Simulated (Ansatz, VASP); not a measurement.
## One calculation of SrMg, two programs

INCAR

```
ALGO = Normal
EDIFF = 1E-6
ENCUT = 520
ISIF = 2
ISMEAR = -1
LASPH = True
LCHARG = False
LREAL = False
LWAVE = False
NBANDS = 13
NELM = 60
PREC = Accurate
SIGMA = 0.05
```

File KPOINTS:

```
k-points
0
Gamma
  9 9 9
```

Contents of POSCAR:

```
SrMg
1.0
    3.8220000000      0.0000000000      0.0000000000
    0.0000000000      3.8220000000      0.0000000000
    0.0000000000      0.0000000000      3.9000000000
Sr Mg
1 1
Direct
    0.5000000000      0.5000000000      0.5000000000
    0.0000000000      0.0000000000      0.0000000000
```

Input for Ansatz:

```yaml
crystal:
  lattice:
    - [3.822, 0.0, 0.0]
    - [0.0, 3.822, 0.0]
    - [0.0, 0.0, 3.9]
  atoms:
    - { symbol: Sr, position: [0.5, 0.5, 0.5] }
    - { symbol: Mg, position: [0.0, 0.0, 0.0] }
kpoints:
  mp_grid: { grid: [9, 9, 9] }
  band_path:
    path:
      - [0.0, 0.0, 0.0]
      - [0.0, 0.5, 0.0]
      - [0.5, 0.5, 0.0]
      - [0.0, 0.0, 0.0]
      - [0.0, 0.0, 0.5]
      - [0.0, 0.5, 0.5]
      - [0.5, 0.5, 0.5]
      - [0.0, 0.0, 0.5]
      - [0.0, 0.5, 0.0]
    npoints: 5
scf:
  occupations: { method: fermi_dirac, width: 0.05 }
hamiltonian:
  xc: lda
  pseudopotentials: { kind: all_electron, lapw: { basis_error: 0.0005 } }
output:
  forces: true
  stress: true
  eigenvalues: true
```

Change from the starting cell: equal xx and yy strain of -2 %.

Alike in both runs: task single point; functional LDA; k mesh 9 × 9 × 9; occupations fermi-dirac, width 0.05 eV; no spin polarisation.

|  | VASP | Ansatz |
| --- | --- | --- |
| version | VASP 6.6.1 | Ansatz 0.2.0 |
| potentials or method | VASP PAW LDA potentials, release 64 (Sr_sv, Mg), cutoff 520 eV | all-electron LAPW, scalar-relativistic |

```csv
,VASP,Ansatz,Ansatz less VASP
pressure (GPa),4.8,5.0,+0.14
"traceless stress, the component that is largest in VASP (GPa)",-0.22,-0.21,+0.005
```

LDA's correlation is that of Perdew and Zunger in VASP and of Perdew and Wang (1992) in Ansatz. Ansatz ran all-electron here, and VASP with PAW potentials.
